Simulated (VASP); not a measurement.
# MgO2 (R-3m) in VASP: further runs

The runs below take MgO2 through single point, with r2SCAN.

All numbers are computed with VASP 6.6.1; they aren't measurements. Logs are shortened: lines on timing, memory, paths and dates and some standing lists are left out, and cuts for length are marked.

## (1) The cell of the first run

Symmetry: R-3m, No. 166, trigonal system. The conventional cell has a = 2.998 Å, b = 2.998 Å, c = 10.137 Å, α = 90.00°, β = 90.00°, γ = 120.00°. Mg (site symmetry -3m) has 6 O at 1.99 Å within 2.6 Å. O (site symmetry 3m) has 1 O at 1.43 Å within 1.9 Å.

## (2) Single point, r2SCAN (8.76 Å³/atom)

Contents of POSCAR:

```
MgO2
1.0
    1.4988135926      0.8653404312      3.3789834331
   -1.4988135926      0.8653404312      3.3789834331
    0.0000000000     -1.7306808623      3.3789834331
Mg O
1 2
Direct
    0.0000000000      0.0000000000      0.0000000000
    0.4293059012      0.4293059012      0.4293059012
    0.5706940988      0.5706940988      0.5706940988
```

Contents of INCAR.step1:

```
SYSTEM = MgO2
PREC = Accurate ; ENCUT = 520
ISMEAR = 0 ; SIGMA = 0.02
LREAL = .False. ; LASPH = .True.
NELM = 80 ; NBANDS = 14
GGA = PE ; ALGO = Normal
EDIFF = 1E-4 ; LWAVE = .True.
LCHARG = .False.
```

Contents of INCAR.step2:

```
SYSTEM = MgO2
PREC = Accurate ; ENCUT = 520
EDIFF = 1E-6 ; ISMEAR = 0
SIGMA = 0.02 ; LREAL = .False.
LASPH = .True. ; NELM = 80
ALGO = Normal ; ISIF = 2
LWAVE = .False. ; LCHARG = .False.
METAGGA = R2SCAN ; LMIXTAU = .True.
NBANDS = 14 ; ISTART = 1
```

Contents of KPOINTS:

```
Automatic mesh
0
Gamma
  12 12 12
  0 0 0
```

Potentials or basis: VASP PAW PBE potentials, release 64 (Mg, O).

On the command line:

```
cat potpaw_PBE.64/Mg/POTCAR potpaw_PBE.64/O/POTCAR > POTCAR
cp INCAR.step1 INCAR
mpirun -np 1 vasp_std > vasp.out
cp INCAR.step2 INCAR
mpirun -np 1 vasp_std > vasp.out
```

OUTCAR:

```text
SYSTEM = MgO2
   PREC = Accurate
   ENCUT = 520
   EDIFF = 1E-6
   ISMEAR = 0
   LREAL = .False.
   LASPH = .True.
   NELM = 80
   ISIF = 2
   METAGGA = R2SCAN
   ISTART = 1

 ion  position               nearest neighbor table
   1  0.000  0.000  0.000-   3 1.99   3 1.99   2 1.99   2 1.99   3 1.99   2 1.99
   2  0.429  0.429  0.429-   3 1.43   1 1.99   1 1.99   1 1.99
   3  0.571  0.571  0.571-   2 1.43   1 1.99   1 1.99   1 1.99

  LATTYP: Found a trigonal (rhomboedric) cell.
 ALAT       =     3.7964174281
 COS(alpha) =     0.6882709150

  Lattice vectors:

 A1 = (   1.4988135926,   0.8653404312,   3.3789834331)
 A2 = (  -1.4988135926,   0.8653404312,   3.3789834331)
 A3 = (   0.0000000000,  -1.7306808623,   3.3789834331)

Analysis of symmetry for initial positions (statically):
=====================================================================
 Subroutine PRICEL returns:
 Original cell was already a primitive cell.

 Routine SETGRP: Setting up the symmetry group for a
 trigonal (rhombohedral) supercell.

 Subroutine GETGRP returns: Found 12 space group operations
 (whereof 12 operations were pure point group operations)
 out of a pool of 12 trial point group operations.

The static configuration has the point symmetry D_3d.

Analysis of symmetry for dynamics (positions and initial velocities):
=====================================================================
 Subroutine PRICEL returns:
 Original cell was already a primitive cell.

 Routine SETGRP: Setting up the symmetry group for a
 trigonal (rhombohedral) supercell.

 Subroutine GETGRP returns: Found 12 space group operations
 (whereof 12 operations were pure point group operations)
 out of a pool of 12 trial point group operations.

The dynamic configuration has the point symmetry D_3d.

 Subroutine INISYM returns: Found 12 space group operations
 (whereof 12 operations are pure point group operations),
 and found     1 'primitive' translations

----------------------------------------------------------------------------------------

                                     Primitive cell

  volume of cell :      26.2949

  direct lattice vectors                    reciprocal lattice vectors
     1.498813593  0.865340431  3.378983433     0.333597188  0.192602426  0.098648999
    -1.498813593  0.865340431  3.378983433    -0.333597188  0.192602426  0.098648999
     0.000000000 -1.730680862  3.378983433     0.000000000 -0.385204853  0.098648999

  length of vectors
     3.796417428  3.796417428  3.796417428     0.397636019  0.397636019  0.397636019

  position of ions in fractional coordinates (direct lattice)
     0.000000000  0.000000000  0.000000000
     0.429305901  0.429305901  0.429305901
     0.570694099  0.570694099  0.570694099

  ion indices of the primitive-cell ions
   primitive index   ion index
                 1           1
                 2           2
                 3           3

----------------------------------------------------------------------------------------

 KPOINTS: Automatic mesh

Automatic generation of k-mesh.
 Grid dimensions read from file:
 generate k-points for:   12   12   12

 Generating k-lattice:

  Cartesian coordinates                     Fractional coordinates (reciprocal lattice)
     0.027799766  0.016050202  0.008220750     0.083333333  0.000000000  0.000000000
    -0.027799766  0.016050202  0.008220750     0.000000000  0.083333333  0.000000000
     0.000000000 -0.032100404  0.008220750     0.000000000  0.000000000  0.083333333

  Length of vectors
     0.033136335  0.033136335  0.033136335

  Shift w.r.t. Gamma in fractional coordinates (k-lattice)
     0.000000000  0.000000000  0.000000000

 Subroutine IBZKPT returns following result:
 ===========================================

 Found    189 irreducible k-points:

 Following reciprocal coordinates:
            Coordinates               Weight
  0.000000  0.000000  0.000000      1.000000
  0.083333  0.000000  0.000000      6.000000
  0.166667  0.000000  0.000000      6.000000
  0.250000  0.000000  0.000000      6.000000
  0.333333  0.000000 -0.000000      6.000000
  0.416667  0.000000  0.000000      6.000000
[... 16 lines left out ...]
  0.500000  0.166667 -0.000000     12.000000
 -0.416667  0.166667  0.000000     12.000000
 [... further k-points ...]
   k-points           NKPTS =    189   k-points in BZ     NKDIM =    189   number of bands    NBANDS=     14
   number of dos      NEDOS =    301   number of ions     NIONS =      3
   total plane-waves  NPLWV =  21952
   dimension x,y,z NGX =    28 NGY =   28 NGZ =   28
   dimension x,y,z NGXF=    56 NGYF=   56 NGZF=   56
   ions per type =               1   2
   NGX,Y,Z   is equivalent  to a cutoff of  12.26, 12.26, 12.26 a.u.
   NGXF,Y,Z  is equivalent  to a cutoff of  24.52, 24.52, 24.52 a.u.
 SYSTEM =  MgO2
   PREC   = accura    normal or accurate (medium, high low for compatibility)
   ISTART =      1    job   : 0-new  1-cont  2-samecut
   ICHARG =      0    charge: 1-file 2-atom 10-const
   ISPIN  =      1    spin polarized calculation?
   LNONCOLLINEAR =      F non collinear calculations
   LSORBIT =      F    spin-orbit coupling
   LASPH  =      T    aspherical Exc in radial PAW
   ENCUT  =  520.0 eV  38.22 Ry    6.18 a.u.   7.06  7.06  7.06*2*pi/ulx,y,z
   NELM   =     80;   NELMIN=  2; NELMDL=  0     # of ELM steps
   EDIFF  = 0.1E-05   stopping-criterion for ELM
   LREAL  =      F    real-space projection
   EDIFFG = 0.1E-04   stopping-criterion for IOM
   NSW    =      0    number of steps for IOM
   IBRION =     -1    ionic relax: 0-MD 1-quasi-New 2-CG
   NFREE  =      0    steps in history (QN), initial steepest desc. (CG)
   ISIF   =      2    stress and relaxation
   ISYM   =      2    0-nonsym 1-usesym 2-fastsym
   POTIM  = 0.5000    time-step for ionic-motion
   TEBEG  =    0.0;   TEEND  =   0.0 temperature during run
   PSTRESS=    0.0 pullay stress
   NELECT =      14.0000    total number of electrons
   NUPDOWN=      -1.0000    fix difference up-down
   EMIN   =  10.00;   EMAX   =-10.00  energy-range for DOS
   EFERMI =   0.00;   METHOD = LEGACY
   ISMEAR =     0;   SIGMA  =   0.02  broadening in eV -4-tet -1-fermi 0-gaus
   EFERMI_NEDOS =   21; number of points for ismear=-14 and -15
   IALGO  =     38    algorithm
   IMIX   =      4    mixing-type and parameters
     AMIX     =   0.40;   BMIX     =  1.00
     AMIX_MAG =   1.60;   BMIX_MAG =  1.00
  volume/ion in A,a.u.               =       8.76        59.15
  Fermi-wavevector in a.u.,A,eV,Ry     =   1.326865  2.507412 23.954033  1.760572
  Thomas-Fermi vector in A             =   2.456220
   LORBIT       =      0    0 simple, 1 ext, 2 COOP (PROOUT), +10 PAW based schemes
   METAGGA = R2SCAN    functional components
   LHFCALC =     F    Hartree Fock is set to
   AEXX    =    0.0000 exact exchange contribution
   IVDW    =     0    specifies the selected vdW correction
   LEPSILON=     F    determine dielectric tensor
   LRPA    =     F    only Hartree local field effects (RPA)
 non-spin polarized calculation
 Gauss-broadening in eV      SIGMA  =   0.02
  energy-cutoff  :      520.00
  volume of cell :       26.29
 maximum number of plane-waves:       727
   NGX = 15   NGY = 15   NGZ = 15

 number of electron      14.0000002 magnetization

 Free energy of the ion-electron system (eV)
  ---------------------------------------------------
  ext. energy  EPLUGINS =         0.00000000
  ---------------------------------------------------
  free energy    TOTEN  =       -21.35392854 eV

  energy without entropy =      -21.35392854  energy(sigma->0) =      -21.35392854

 E-fermi :   3.8572     XC(G=0): -11.6537

 val. band max:        3.7239521976   @ k =   0.5000   0.5000   0.5000
 cond. band min:       7.2738210625   @ k =   0.5000   0.5000   0.5000
 fundamental gap:      3.5498688649
 Fermi energy:         3.8571998261

 k-point     1 :       0.0000    0.0000    0.0000
  band No.  band energies     occupation
      1     -19.9283      2.00000
      2     -11.9274      2.00000
      3      -5.0239      2.00000
      4      -0.1706      2.00000
      5      -0.1706      2.00000
      6       2.7101      2.00000
      7       2.7101      2.00000
      8       9.9710      0.00000
      9      10.0271      0.00000
     10      18.2103      0.00000
     11      20.0507      0.00000
     12      20.6047      0.00000
     13      20.6047      0.00000
     14      23.7408      0.00000

 k-point     2 :       0.0833    0.0000    0.0000
  band No.  band energies     occupation
      1     -19.8844      2.00000
      2     -11.9516      2.00000
      3      -4.9584      2.00000
      4      -0.4104      2.00000
      5      -0.2067      2.00000
      6       2.6345      2.00000
      7       2.6780      2.00000
      8       9.8955      0.00000
      9      10.4251      0.00000
     10      18.2112      0.00000
     11      19.8765      0.00000
     12      20.1614      0.00000
     13      20.8500      0.00000
     14      23.3452      0.00000

 k-point     3 :       0.1667    0.0000    0.0000
  band No.  band energies     occupation
      1     -19.7617      2.00000
      2     -12.0174      2.00000
      3      -4.7804      2.00000
      4      -1.0245      2.00000
      5      -0.3036      2.00000
      6       2.4599      2.00000
      7       2.5913      2.00000
      8       9.8457      0.00000
      9      11.2780      0.00000
     10      18.0478      0.00000
     11      18.8893      0.00000
     12      20.3622      0.00000
     13      21.5659      0.00000
     14      22.4989      0.00000
[... 324 lines left out ...]
 k-point    23 :       0.5000    0.1667   -0.0000
  band No.  band energies     occupation
      1     -19.1859      2.00000
      2     -12.4182      2.00000
      3      -3.6065      2.00000
      4      -3.1103      2.00000
      5      -1.1027      2.00000
      6       1.8850      2.00000
      7       2.4514      2.00000
      8       9.0790      0.00000
      9      14.9318      0.00000
     10      16.1630      0.00000
     11      18.7503      0.00000
     12      20.4628      0.00000
     13      21.0547      0.00000
     14      24.2864      0.00000

 k-point    24 :      -0.4167    0.1667    0.0000
  band No.  band energies     occupation
      1     -19.1657      2.00000
      2     -12.3419      2.00000
      3      -3.8672      2.00000
      4      -2.9821      2.00000
      5      -1.1669      2.00000
      6       1.9661      2.00000
      7       2.1793      2.00000
      8       9.1772      0.00000
      9      14.9373      0.00000
     10      16.5336      0.00000
     11      19.0586      0.00000
     12      20.1598      0.00000
     13      20.9295      0.00000
     14      24.3287      0.00000

 [... further k-points ...]

------------------------ aborting loop because EDIFF is reached ----------------------------------------

  FORCE on cell =-STRESS in cart. coord.  units (eV):
  Direction    XX          YY          ZZ          XY          YZ          ZX
  --------------------------------------------------------------------------------------
  -------------------------------------------------------------------------------------
  Total        3.4830067      3.4830067      3.9867164      0.0000000      0.0000000      0.0000000
  in kB      212.2232474    212.2232474    242.9148116      0.0000000      0.0000000      0.0000000
  external PRESSURE =     222.4537688 kB  Pullay stress =       0.0000000 kB

 VOLUME and BASIS-vectors are now :
 -----------------------------------------------------------------------------
  energy-cutoff  :      520.00
  volume of cell :       26.29
      direct lattice vectors                 reciprocal lattice vectors
     1.498813593  0.865340431  3.378983433     0.333597188  0.192602426  0.098648999
    -1.498813593  0.865340431  3.378983433    -0.333597188  0.192602426  0.098648999
     0.000000000 -1.730680862  3.378983433     0.000000000 -0.385204853  0.098648999

 POSITION                                       TOTAL-FORCE (eV/Angst)
 -----------------------------------------------------------------------------------
      0.00000      0.00000      0.00000         0.000000      0.000000      0.000000
      0.00000      0.00000      4.35185        -0.000000     -0.000000     -0.324755
      0.00000      0.00000      5.78510        -0.000000      0.000000      0.324755
 -----------------------------------------------------------------------------------
    total drift:                                0.000000      0.000000      0.000000

  FREE ENERGIE OF THE ION-ELECTRON SYSTEM (eV)
  ---------------------------------------------------
  free  energy   TOTEN  =       -21.3539285435 eV

  energy  without entropy=      -21.3539285435  energy(sigma->0) =      -21.35392854
```

Wall time 1.9 min (1 thread of Intel Xeon 6975P-C (Granite Rapids), shared host); peak memory 0.21 GiB.

Results:

```
Free energy            : -21.3539 eV
Pressure               : 22.2 GPa
Largest force          : 0.325 eV/Å
Band gap on the k mesh : 3.55 eV
```

Forces in eV/Å, atoms in the order of the input:
```
Mg   0.000  0.000  0.000
O    0.000  0.000 -0.325
O    0.000  0.000  0.325
```

Levels at points of the mesh, in eV from the valence-band top:
```
           k point  band 5  band 6  band 7  band 8  band 9  band 10
(0.00, 0.00, 0.00)   -3.89   -1.01   -1.01    6.25    6.30    14.49
(0.50, 0.00, 0.00)   -4.40   -1.53   -1.47    5.44   10.31    13.07
(0.50, 0.50, 0.00)   -5.08   -2.58   -0.30    4.80    9.20    13.48
(0.50, 0.50, 0.50)   -4.53    0.00    0.00    3.55    6.22    12.16
```

Caveat: the cell stands under pressure; the PAW data sets were made with another functional, which shifts forces and pressure a little. A k mesh can miss the band edges.

(Continued in part 2 of 3.)
